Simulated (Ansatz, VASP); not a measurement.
**One calculation of Y, two programs**

POSCAR

```
Y
1.0
    0.0000000000      2.5519910600      2.5519910600
    2.5519910600      0.0000000000      2.5519910600
    2.5519910600      2.5519910600      0.0000000000
Y
1
Direct
    0.0000000000      0.0000000000      0.0000000000
```

INCAR.step1

```
  PREC = Accurate
  ENCUT = 550
  ISMEAR = 1
  SIGMA = 0.05
  LREAL = False
  LASPH = True
  NELM = 200
  MAGMOM = 0 0 0
  LSORBIT = True
  GGA_COMPAT = False
  LMAXMIX = 4
  NBANDS = 22
  GGA = PE
  ALGO = Normal
  EDIFF = 1E-5
  LWAVE = True
  LCHARG = False
```

INCAR.step2

```
  PREC = Accurate
  ENCUT = 550
  EDIFF = 1E-6
  ISMEAR = 1
  SIGMA = 0.05
  LREAL = False
  LASPH = True
  NELM = 200
  ALGO = Normal
  ISIF = 2
  LWAVE = False
  LCHARG = False
  MAGMOM = 0 0 0
  LORBIT = 11
  LSORBIT = True
  GGA_COMPAT = False
  LORBMOM = True
  LMAXMIX = 4
  METAGGA = R2SCAN
  LMIXTAU = True
  LUSE_VDW = True
  IVDW_NL = 2
  BPARAM = 11.95
  CPARAM = 0.0093
  NBANDS = 22
  ISTART = 1
```

KPOINTS

```
regular mesh
0
Gamma
  9 9 9
```

The input input.yaml:

```yaml
crystal:
  lattice: { a: 5.10398212, b: 5.10398212, c: 5.10398212, alpha: 90.0, beta: 90.0, gamma: 90.0 }
  space_group: 225
  reduce_to_primitive: true
  atoms:
    - { symbol: "Y", wyckoff: "4a", position: [0.0, 0.0, 0.0] }
hamiltonian:
  xc: r2scan
  pseudopotentials: { kind: paw_fr }
  dispersion: rvv10
magnetization:
  noncollinear: true
  spin_orbit: true
kpoints:
  mp_grid: { grid: [9, 9, 9] }
scf:
  occupations: { method: cold, width: 0.05 }
  n_extra_bands: 12
output:
  eigenvalues: true
  optics: { e_range: [0, 14], sigma: 0.05, nscf_kmesh: { grid: [12, 12, 12] } }
```

Alike in both runs: functional r2SCAN; dispersion rVV10; k mesh 9 × 9 × 9; non-collinear spin, spin-orbit coupling.

|  | VASP | Ansatz |
| --- | --- | --- |
| version | VASP 6.6.1 | Ansatz 0.2.0 |
| potentials or method | VASP PAW PBE potentials, release 64 (Y_sv) | Ansatz PAW |
| plane-wave cutoff (eV) | 550 | 500 |
| occupations | methfessel-paxton of order 1, width 0.05 eV | cold, width 0.05 eV |
| valence electrons in the cell | 11 | 11 |
| task | single point | optical spectrum |

|  | VASP | Ansatz | Ansatz less VASP |
| --- | --- | --- | --- |
| net moment per atom (μB) | 0.00 | 0.00 | 0.000 |

VASP's potentials were made for PBE, not for r2SCAN.
